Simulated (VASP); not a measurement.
# Ge (I4_1/amd) in VASP: a series of runs

The runs below take Ge through single point, with LDA.

Everything below comes from runs of VASP 6.6.1. Logs are shortened: lines on timing, memory, paths and dates and some standing lists are left out, and cuts for length are marked.

### 1 The cell of the first run

The structure is tetragonal, space group I4_1/amd (No. 141). Conventional cell: a = 4.000 Å, b = 4.000 Å, c = 5.714 Å, α = 90.00°, β = 90.00°, γ = 90.00°. Within 3.2 Å of Ge (site symmetry -4m2) lie 4 Ge at 2.46 Å.

### 2 Single point, LDA (zz strain of +1 %)

INCAR

```
SYSTEM = Ge
PREC = Accurate ; ENCUT = 520
EDIFF = 1E-6 ; ISMEAR = -1
SIGMA = 0.05 ; LREAL = .FALSE.
LASPH = .TRUE. ; NELM = 80
ALGO = Normal ; ISIF = 2
LWAVE = .FALSE. ; LCHARG = .TRUE.
LELF = .TRUE. ; LVHAR = .TRUE.
NBANDS = 21
```

KPOINTS

```
regular mesh
0
G
  10 10 10
  0 0 0
```

POSCAR

```
Ge
1.0
    0.0000000000      2.8287700000      2.8570577000
    2.8287700000      0.0000000000      2.8570577000
    2.8287700000      2.8287700000      0.0000000000
Ge
2
Direct
    0.5000000000      0.5000000000      0.5000000000
    0.7500000000      0.7500000000      0.7500000000
```

Potentials or basis: VASP PAW LDA potentials, release 64 (Ge_d).

The run is started by

```sh
$ cat potpaw_LDA.64/Ge_d/POTCAR > POTCAR
$ mpirun -np 1 vasp_std > vasp.out
```

OUTCAR:

```text
SYSTEM = Ge
   PREC = Accurate
   ENCUT = 520
   EDIFF = 1E-6
   ISMEAR = -1
   LREAL = .FALSE.
   LASPH = .TRUE.
   NELM = 80
   ISIF = 2

 ion  position               nearest neighbor table
   1  0.500  0.500  0.500-   2 2.46   2 2.46   2 2.46   2 2.46
   2  0.750  0.750  0.750-   1 2.46   1 2.46   1 2.46   1 2.46

  LATTYP: Found a body centered tetragonal cell.
 ALAT       =     4.0004848988
 C/A-ratio  =     1.4283556980

  Lattice vectors:

 A1 = (  -2.8287700000,   0.0000000000,   2.8570577000)
 A2 = (   2.8287700000,   0.0000000000,   2.8570577000)
 A3 = (   0.0000000000,   2.8287700000,  -2.8570577000)

Analysis of symmetry for initial positions (statically):
=====================================================================
 Subroutine PRICEL returns:
 Original cell was already a primitive cell.

 Routine SETGRP: Setting up the symmetry group for a
 body centered tetragonal supercell.

 Subroutine GETGRP returns: Found 16 space group operations
 (whereof  8 operations were pure point group operations)
 out of a pool of 16 trial point group operations.

The static configuration has the point symmetry D_2d.
 The point group associated with its full space group is D_4h.

Analysis of symmetry for dynamics (positions and initial velocities):
=====================================================================
 Subroutine PRICEL returns:
 Original cell was already a primitive cell.

 Routine SETGRP: Setting up the symmetry group for a
 body centered tetragonal supercell.

 Subroutine GETGRP returns: Found 16 space group operations
 (whereof  8 operations were pure point group operations)
 out of a pool of 16 trial point group operations.

The dynamic configuration has the point symmetry D_2d.
 The point group associated with its full space group is D_4h.

 Subroutine INISYM returns: Found 16 space group operations
 (whereof  8 operations are pure point group operations),
 and found     1 'primitive' translations

----------------------------------------------------------------------------------------

                                     Primitive cell

  volume of cell :      45.7240

  direct lattice vectors                    reciprocal lattice vectors
     0.000000000  2.828770000  2.857057700    -0.176755268  0.176755268  0.175005216
     2.828770000  0.000000000  2.857057700     0.176755268 -0.176755268  0.175005216
     2.828770000  2.828770000  0.000000000     0.176755268  0.176755268 -0.175005216

  length of vectors
     4.020537080  4.020537080  4.000484899     0.305142058  0.305142058  0.305142058

  position of ions in fractional coordinates (direct lattice)
     0.500000000  0.500000000  0.500000000
     0.750000000  0.750000000  0.750000000

  ion indices of the primitive-cell ions
   primitive index   ion index
                 1           1
                 2           2

----------------------------------------------------------------------------------------

 KPOINTS: regular mesh

Automatic generation of k-mesh.
 Grid dimensions read from file:
 generate k-points for:   10   10   10

 Generating k-lattice:

  Cartesian coordinates                     Fractional coordinates (reciprocal lattice)
    -0.017675527  0.017675527  0.017500522     0.100000000  0.000000000  0.000000000
     0.017675527 -0.017675527  0.017500522     0.000000000  0.100000000  0.000000000
     0.017675527  0.017675527 -0.017500522     0.000000000  0.000000000  0.100000000

  Length of vectors
     0.030514206  0.030514206  0.030514206

  Shift w.r.t. Gamma in fractional coordinates (k-lattice)
     0.000000000  0.000000000  0.000000000

 Subroutine IBZKPT returns following result:
 ===========================================

 Found    102 irreducible k-points:

 Following reciprocal coordinates:
            Coordinates               Weight
  0.000000  0.000000  0.000000      1.000000
  0.100000  0.000000  0.000000      8.000000
  0.200000  0.000000  0.000000      8.000000
  0.300000  0.000000  0.000000      8.000000
  0.400000  0.000000  0.000000      8.000000
  0.500000  0.000000  0.000000      4.000000
[... 16 lines left out ...]
  0.300000  0.300000  0.000000      2.000000
  0.400000  0.300000  0.000000      8.000000
 [... further k-points ...]
   k-points           NKPTS =    102   k-points in BZ     NKDIM =    102   number of bands    NBANDS=     21
   number of dos      NEDOS =    301   number of ions     NIONS =      2
   total plane-waves  NPLWV =  27000
   dimension x,y,z NGX =    30 NGY =   30 NGZ =   30
   dimension x,y,z NGXF=    60 NGYF=   60 NGZF=   60
   ions per type =               2
   NGX,Y,Z   is equivalent  to a cutoff of  12.40, 12.40, 12.47 a.u.
   NGXF,Y,Z  is equivalent  to a cutoff of  24.81, 24.81, 24.93 a.u.
 SYSTEM =  Ge
   PREC   = accura    normal or accurate (medium, high low for compatibility)
   ISTART =      0    job   : 0-new  1-cont  2-samecut
   ICHARG =      2    charge: 1-file 2-atom 10-const
   ISPIN  =      1    spin polarized calculation?
   LNONCOLLINEAR =      F non collinear calculations
   LSORBIT =      F    spin-orbit coupling
   LASPH  =      T    aspherical Exc in radial PAW
   ENCUT  =  520.0 eV  38.22 Ry    6.18 a.u.   7.48  7.48  7.44*2*pi/ulx,y,z
   NELM   =     80;   NELMIN=  2; NELMDL= -5     # of ELM steps
   EDIFF  = 0.1E-05   stopping-criterion for ELM
   LREAL  =      F    real-space projection
   EDIFFG = 0.1E-04   stopping-criterion for IOM
   NSW    =      0    number of steps for IOM
   IBRION =     -1    ionic relax: 0-MD 1-quasi-New 2-CG
   NFREE  =      0    steps in history (QN), initial steepest desc. (CG)
   ISIF   =      2    stress and relaxation
   ISYM   =      2    0-nonsym 1-usesym 2-fastsym
   POTIM  = 0.5000    time-step for ionic-motion
   TEBEG  =    0.0;   TEEND  =   0.0 temperature during run
   PSTRESS=    0.0 pullay stress
   NELECT =      28.0000    total number of electrons
   NUPDOWN=      -1.0000    fix difference up-down
   EMIN   =  10.00;   EMAX   =-10.00  energy-range for DOS
   EFERMI =   0.00;   METHOD = LEGACY
   ISMEAR =    -1;   SIGMA  =   0.05  broadening in eV -4-tet -1-fermi 0-gaus
   EFERMI_NEDOS =   21; number of points for ismear=-14 and -15
   IALGO  =     38    algorithm
   IMIX   =      4    mixing-type and parameters
     AMIX     =   0.40;   BMIX     =  1.00
     AMIX_MAG =   1.60;   BMIX_MAG =  1.00
  volume/ion in A,a.u.               =      22.86       154.28
  Fermi-wavevector in a.u.,A,eV,Ry     =   1.390207  2.627110 26.295640  1.932675
  Thomas-Fermi vector in A             =   2.514164
   LORBIT       =      0    0 simple, 1 ext, 2 COOP (PROOUT), +10 PAW based schemes
   GGA     = CA    functional components
   LHFCALC =     F    Hartree Fock is set to
   AEXX    =    0.0000 exact exchange contribution
   IVDW    =     0    specifies the selected vdW correction
   LEPSILON=     F    determine dielectric tensor
   LRPA    =     F    only Hartree local field effects (RPA)
 non-spin polarized calculation
  energy-cutoff  :      520.00
  volume of cell :       45.72
 maximum number of plane-waves:      1255
 NGX is ok and might be reduce to    30
   NGX = 15   NGY = 15   NGZ = 15

 number of electron      28.0000016 magnetization

 Free energy of the ion-electron system (eV)
  ---------------------------------------------------
  ext. energy  EPLUGINS =         0.00000000
  ---------------------------------------------------
  free energy    TOTEN  =       -10.38140913 eV

  energy without entropy =      -10.38058280  energy(sigma->0) =      -10.38099596

 E-fermi :   4.6029     XC(G=0): -10.2423

 val. band max:        4.5771245824   @ k =   0.0000   0.0000   0.0000
 cond. band min:       4.6539905688   @ k =   0.0000   0.0000   0.0000
 fundamental gap:      0.0768659864
 Fermi energy:         4.6028898344

 k-point     1 :       0.0000    0.0000    0.0000
  band No.  band energies     occupation
      1     -20.2981      2.00000
      2     -20.2981      2.00000
      3     -20.2958      2.00000
      4     -20.2618      2.00000
      5     -20.2609      2.00000
      6     -20.0588      2.00000
[... 13 lines left out ...]
     20      14.0476      0.00000
     21      14.2507      0.00000

 k-point     2 :       0.1000    0.0000    0.0000
  band No.  band energies     occupation
      1     -20.3037      2.00000
      2     -20.3022      2.00000
      3     -20.2956      2.00000
      4     -20.2540      2.00000
      5     -20.2534      2.00000
      6     -20.0657      2.00000
[... 13 lines left out ...]
     20      13.3211      0.00000
     21      13.4765      0.00000

 k-point     3 :       0.2000    0.0000    0.0000
  band No.  band energies     occupation
      1     -20.3124      2.00000
      2     -20.3107      2.00000
      3     -20.2915      2.00000
      4     -20.2401      2.00000
      5     -20.2398      2.00000
      6     -20.0770      2.00000
[... 13 lines left out ...]
     20      12.8482      0.00000
     21      12.9309      0.00000

 k-point     4 :       0.3000    0.0000    0.0000
  band No.  band energies     occupation
      1     -20.3187      2.00000
      2     -20.3164      2.00000
      3     -20.2861      2.00000
      4     -20.2285      2.00000
      5     -20.2285      2.00000
      6     -20.0858      2.00000
[... 13 lines left out ...]
     20      13.2480      0.00000
     21      13.2530      0.00000

 k-point     5 :       0.4000    0.0000    0.0000
  band No.  band energies     occupation
      1     -20.3217      2.00000
      2     -20.3191      2.00000
      3     -20.2817      2.00000
      4     -20.2223      2.00000
      5     -20.2222      2.00000
      6     -20.0901      2.00000
[... 13 lines left out ...]
     20      14.4302      0.00000
     21      14.4896      0.00000

 k-point     6 :       0.5000    0.0000    0.0000
  band No.  band energies     occupation
      1     -20.3226      2.00000
      2     -20.3198      2.00000
      3     -20.2800      2.00000
      4     -20.2206      2.00000
      5     -20.2204      2.00000
      6     -20.0912      2.00000
[... 13 lines left out ...]
     20      15.4142      0.00000
     21      15.7109      0.00000

 k-point     7 :       0.1000    0.1000    0.0000
  band No.  band energies     occupation
      1     -20.3023      2.00000
      2     -20.3019      2.00000
      3     -20.3019      2.00000
      4     -20.2554      2.00000
      5     -20.2452      2.00000
      6     -20.0826      2.00000
[... 13 lines left out ...]
     20      12.3078      0.00000
     21      14.4174      0.00000
[... 291 lines left out ...]
      1     -20.3403      2.00000
      2     -20.3299      2.00000
      3     -20.2545      2.00000
      4     -20.2009      2.00000
      5     -20.1946      2.00000
      6     -20.1241      2.00000
[... 13 lines left out ...]
     20      13.9616      0.00000
     21      15.2453      0.00000

 k-point    21 :      -0.3000    0.2000    0.0000
  band No.  band energies     occupation
      1     -20.3348      2.00000
      2     -20.3302      2.00000
      3     -20.2566      2.00000
      4     -20.2178      2.00000
      5     -20.1953      2.00000
      6     -20.1187      2.00000
[... 13 lines left out ...]
     20      13.8513      0.00000
     21      15.8240      0.00000

 k-point    22 :      -0.2000    0.2000    0.0000
  band No.  band energies     occupation
      1     -20.3271      2.00000
      2     -20.3243      2.00000
      3     -20.2701      2.00000
      4     -20.2303      2.00000
      5     -20.2074      2.00000
      6     -20.1097      2.00000
[... 13 lines left out ...]
     20      14.2591      0.00000
     21      14.9183      0.00000

 k-point    23 :       0.3000    0.3000    0.0000
  band No.  band energies     occupation
      1     -20.3216      2.00000
      2     -20.3216      2.00000
      3     -20.2985      2.00000
      4     -20.2148      2.00000
      5     -20.1723      2.00000
      6     -20.1653      2.00000
[... 13 lines left out ...]
     20      15.5234      0.00000
     21      15.7548      0.00000

 k-point    24 :       0.4000    0.3000    0.0000
  band No.  band energies     occupation
      1     -20.3313      2.00000
      2     -20.3262      2.00000
      3     -20.2828      2.00000
      4     -20.2002      2.00000
      5     -20.1824      2.00000
      6     -20.1554      2.00000
[... 13 lines left out ...]
     20      15.9887      0.00000
     21      16.4209      0.00000

 [... further k-points ...]

------------------------ aborting loop because EDIFF is reached ----------------------------------------

  FORCE on cell =-STRESS in cart. coord.  units (eV):
  Direction    XX          YY          ZZ          XY          YZ          ZX
  --------------------------------------------------------------------------------------
  -------------------------------------------------------------------------------------
  Total       -0.4269407     -0.4269407     -0.6324030      0.0000000     -0.0000000      0.0000000
  in kB      -14.9600772    -14.9600772    -22.1595121      0.0000000     -0.0000000      0.0000000
  external PRESSURE =     -17.3598888 kB  Pullay stress =       0.0000000 kB

 VOLUME and BASIS-vectors are now :
 -----------------------------------------------------------------------------
  energy-cutoff  :      520.00
  volume of cell :       45.72
      direct lattice vectors                 reciprocal lattice vectors
     0.000000000  2.828770000  2.857057700    -0.176755268  0.176755268  0.175005216
     2.828770000  0.000000000  2.857057700     0.176755268 -0.176755268  0.175005216
     2.828770000  2.828770000  0.000000000     0.176755268  0.176755268 -0.175005216

 POSITION                                       TOTAL-FORCE (eV/Angst)
 -----------------------------------------------------------------------------------
      2.82877      2.82877      2.85706         0.000000      0.000000      0.000000
      4.24315      4.24315      4.28559        -0.000000     -0.000000     -0.000000
 -----------------------------------------------------------------------------------
    total drift:                                0.000000     -0.000000     -0.000000

  FREE ENERGIE OF THE ION-ELECTRON SYSTEM (eV)
  ---------------------------------------------------
  free  energy   TOTEN  =       -10.3814091283 eV

  energy  without entropy=      -10.3805827968  energy(sigma->0) =      -10.38099596
```

It took 32 s on 1 thread of Intel Xeon 6975P-C (Granite Rapids), shared host; peak memory 0.19 GiB.

What came out:

```yaml
Free_energy: -10.3814 eV
Pressure: -1.7 GPa
Band_gap_on_the_k_mesh: zero (filled and empty bands touch)
```

Stress tensor (GPa, compression positive):
```
-1.50  0.00  0.00
 0.00 -1.50  0.00
 0.00  0.00 -2.22
```

Caveat: the cell differs from its parent crystal (zz strain of +1 %); semilocal functionals underestimate gaps, so a narrow gap can read as zero.

### 3 Single point, LDA (zz strain of +2 %)

INCAR

```
  PREC = Accurate
  ENCUT = 520
  EDIFF = 1E-6
  ISMEAR = -1
  SIGMA = 0.05
  LREAL = False
  LASPH = True
  NELM = 100
  ALGO = Normal
  ISIF = 2
  LWAVE = False
  LCHARG = False
  GGA = CA
  NBANDS = 21
```

KPOINTS

```
regular mesh
0
Gamma
  10 10 10
```

POSCAR

```
Ge
1.0
    0.0000000000      2.8287700000      2.8853454000
    2.8287700000      0.0000000000      2.8853454000
    2.8287700000      2.8287700000      0.0000000000
Ge
2
Direct
    0.5000000000      0.5000000000      0.5000000000
    0.7500000000      0.7500000000      0.7500000000
```

Potentials or basis: VASP PAW LDA potentials, release 64 (Ge_d).

The run is started by

```sh
$ cat potpaw_LDA.64/Ge_d/POTCAR > POTCAR
$ mpirun -np 1 vasp_std > vasp.out
```

Wall time 34 s (1 thread of Intel Xeon 6975P-C (Granite Rapids), shared host); peak memory 0.19 GiB.

Results (log left out):

| Quantity | Value |
| --- | --- |
| Free energy | -10.3735 eV |
| Pressure | -2.3 GPa |
| Band gap on the k mesh | zero (bands 14 and 15 overlap by 0.05 eV) |

Stress tensor (GPa, compression positive):
```
-1.87  0.00  0.00
 0.00 -1.87  0.00
 0.00  0.00 -3.31
```

Levels at points of the mesh, in eV from the Fermi level:
```tsv
k point	band 10	band 11	band 12	band 13	band 14	band 15	band 16	band 17	band 18	band 19
(0.00, 0.00, 0.00)	-24.62	-12.62	-0.28	-0.06	0.09	0.09	2.53	2.53	2.62	6.20
(0.50, 0.00, 0.00)	-24.60	-10.58	-7.51	-1.42	-1.25	0.04	3.70	3.81	7.00	10.28
(0.50, 0.50, 0.00)	-24.58	-8.87	-8.87	-2.88	-2.88	0.83	0.83	9.27	9.27	11.22
(0.50, 0.00, 0.50)	-24.59	-8.78	-8.78	-3.01	-3.01	0.68	0.68	9.27	9.27	11.27
```

Caveat: the cell differs from its parent crystal (zz strain of +2 %); semilocal functionals underestimate gaps, so a narrow gap can read as zero.

### 4 Single point, LDA (zz strain of +3 %)

INCAR

```
SYSTEM = Ge
ALGO = Normal
EDIFF = 1E-7
ENCUT = 520
ISIF = 2
ISMEAR = -1
LASPH = .True.
LCHARG = .False.
LREAL = .False.
LWAVE = .False.
NBANDS = 21
NELM = 60
PREC = Accurate
SIGMA = 0.05
```

KPOINTS

```
k-points
0
Gamma
  10 10 10
  0 0 0
```

POSCAR

```
Ge
1.0
    0.0000000000      2.8287700000      2.9136331000
    2.8287700000      0.0000000000      2.9136331000
    2.8287700000      2.8287700000      0.0000000000
Ge
2
Direct
    0.5000000000      0.5000000000      0.5000000000
    0.7500000000      0.7500000000      0.7500000000
```

The run is started by

```sh
$ cat potpaw_LDA.64/Ge_d/POTCAR > POTCAR
$ mpirun -np 1 vasp_std > vasp.out
```

It took 31 s on 1 thread of Intel Xeon 6975P-C (Granite Rapids), shared host; peak memory 0.2 GiB.

Results (log left out):

```
Free energy            : -10.3626 eV
Pressure               : -2.9 GPa
Band gap on the k mesh : zero (bands 14 and 15 overlap by 0.11 eV)
```

Stress tensor (GPa, compression positive):
```
-2.22  0.00  0.00
 0.00 -2.22  0.00
 0.00  0.00 -4.37
```

Levels at points of the mesh, in eV from the Fermi level:
```tsv
k point	band 10	band 11	band 12	band 13	band 14	band 15	band 16	band 17	band 18	band 19
(0.00, 0.00, 0.00)	-24.61	-12.53	-0.37	-0.10	0.13	0.13	2.52	2.52	2.66	6.18
(0.50, 0.00, 0.00)	-24.58	-10.52	-7.46	-1.44	-1.18	0.01	3.68	3.84	7.01	10.21
(0.50, 0.50, 0.00)	-24.57	-8.86	-8.86	-2.79	-2.79	0.90	0.90	9.19	9.19	11.10
(0.50, 0.00, 0.50)	-24.58	-8.72	-8.72	-2.99	-2.99	0.67	0.67	9.18	9.18	11.16
```

Caveat: the cell differs from its parent crystal (zz strain of +3 %); semilocal functionals underestimate gaps, so a narrow gap can read as zero.

### 5 The runs side by side

```tsv
cell	gap on the mesh (eV)	pressure (GPa)
a = 4.021, b = 4.021, c = 4.000 Å, angles 60.2, 60.2, 59.7°, 2 atoms	none	-1.7
a = 4.041, b = 4.041, c = 4.000 Å, angles 60.3, 60.3, 59.3°, 2 atoms	none	-2.3
a = 4.061, b = 4.061, c = 4.000 Å, angles 60.5, 60.5, 59.0°, 2 atoms	none	-2.9
```

Alike in all rows: task single point; level LDA; potentials or basis VASP PAW LDA potentials, release 64 (Ge_d); no spin polarisation; k mesh 10 × 10 × 10; cutoff (eV) 520; smearing fermi-dirac 0.05 eV.

Caveats: semilocal functionals underestimate gaps, so a narrow gap can read as zero.

Absolute energies hang on the potentials; compare differences alone.
